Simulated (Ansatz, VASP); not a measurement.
**NbAs: VASP beside Ansatz**

Contents of INCAR:

```
PREC     = Accurate       # precision mode
ENCUT    = 500            # plane-wave cutoff, eV
EDIFF    = 1E-6           # SCF threshold, eV
ISMEAR   = -1             # smearing method
SIGMA    = 0.1            # smearing width, eV
LREAL    = False          # projectors in reciprocal space
LASPH    = True           # aspherical terms in the spheres
NELM     = 120            # most SCF steps
ALGO     = Normal         # electronic algorithm
ISIF     = 2              # what is computed and relaxed
LWAVE    = False          # write WAVECAR
LCHARG   = False          # write CHGCAR
GGA      = PS             # functional
NBANDS   = 16             # bands
GGA_COMPAT= False
```

The input KPOINTS:

```
Automatic mesh
0
Gamma
  13 13 13
```

The input POSCAR:

```
NbAs
1.0
    3.0130432428      0.0000000000      0.0000000000
    0.0000000000      3.0130432428      0.0000000000
    0.0000000000      0.0000000000      3.0130432428
Nb As
1 1
Direct
    0.0000000000      0.0000000000      0.0000000000
    0.5000000000      0.5000000000      0.5000000000
```

Input for Ansatz:

```yaml
crystal:
  lattice:
    - [3.0130432428, 0.0, 0.0]
    - [0.0, 3.0130432428, 0.0]
    - [0.0, 0.0, 3.0130432428]
  atoms:
    - { symbol: Nb, position: [0.0, 0.0, 0.0] }
    - { symbol: As, position: [0.5, 0.5, 0.5] }
kpoints:
  mp_grid: { grid: [13, 13, 13] }
scf:
  occupations: { method: fermi_dirac, width: 0.1 }
hamiltonian:
  xc: pbesol
  pseudopotentials: { kind: paw }
output:
  forces: true
  stress: true
  eigenvalues: true
  populations: true
```

Change from the starting cell: volume scaled by 0.85, PAW files.

Alike in both runs: task single point; functional PBEsol; k mesh 13 × 13 × 13; occupations fermi-dirac, width 0.1 eV; no spin polarisation.

|  | VASP | Ansatz |
| --- | --- | --- |
| version | VASP 6.6.1 | Ansatz 0.2.0 |
| potentials or method | VASP PAW PBE potentials, release 64 (Nb_sv, As) | PAW with Ansatz's default frozen-core files, scalar-relativistic |
| plane-wave cutoff (eV) | 500 | 420 |
| valence electrons in the cell | 18 | 28 |

Ansatz gave:

| Property | Result |
| --- | --- |
| pressure (GPa) | 42.2 |

Q: What did VASP give for the same quantities?

A: Pressure (GPa): 42.7.

VASP's potentials were made for PBE, not for PBEsol. Both programs put the cell under a high pressure, so it lies far from rest at this level. VASP's potentials hold 18 valence electrons a cell and Ansatz's 28, so a difference there can come from the potentials and not from the codes.
